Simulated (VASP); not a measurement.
The system is Na4MgSn.

```
Na Mg Sn
1.0
     0.00000    3.87755    3.87755
     3.87755    0.00000    3.87755
     3.87755    3.87755    0.00000
Na Mg Sn
4 1 1
Direct
  0.62500 0.62500 0.62500
  0.12500 0.62500 0.62500
  0.62500 0.62500 0.12500
  0.62500 0.12500 0.62500
  0.00000 0.00000 0.00000
  0.25000 0.25000 0.25000
```

- Program: VASP 6.6.1
- Task: relaxation of cell and atoms
- Functional: r2SCAN
- Potentials or basis: VASP PAW PBE potentials, release 64 (Na_pv, Mg, Sn_d)
- Cutoff: 600 eV
- k mesh: 8 × 8 × 8
- Occupations: fermi-dirac, width 0.03 eV
- Spin: no spin polarisation

At the start: pressure 13.1 GPa; volume 19.43 Å³/atom.

Where does the relaxation end?

Over 7 steps the energy falls by 253.6 meV/atom and the volume is 28.06 Å³/atom (+44.4 %); space group F-43m (No. 216, to 0.1 Å) before and after.

The path:
```tsv
step	energy change (eV)	largest force (eV/Å)	pressure (GPa)	volume (Å³)
1	0.0000	0.1282	13.12	116.60
2	-1.3253	0.0007	3.28	145.57
3	-1.5010	0.0150	0.94	160.13
4	-1.5217	0.0217	0.12	167.20
5	-1.5218	0.0191	0.00	168.34
6	-1.5219	0.0108	-0.01	168.35
7	-1.5219	0.0002	-0.02	168.37
```

Final structure:
```
CELL_PARAMETERS angstrom
0.00000 4.38271 4.38271
4.38271 0.00000 4.38271
4.38271 4.38271 0.00000
ATOMIC_POSITIONS crystal
Na 0.62440 0.62440 0.62440
Na 0.12679 0.62440 0.62440
Na 0.62440 0.62440 0.12679
Na 0.62440 0.12679 0.62440
Mg 0.00000 0.00000 0.00000
Sn 0.25000 0.25000 0.25000
```

Caveat: the volume moved by over 15 % at a fixed basis, so the end points are rough; the PAW data sets were made with another functional, which shifts forces and pressure a little.
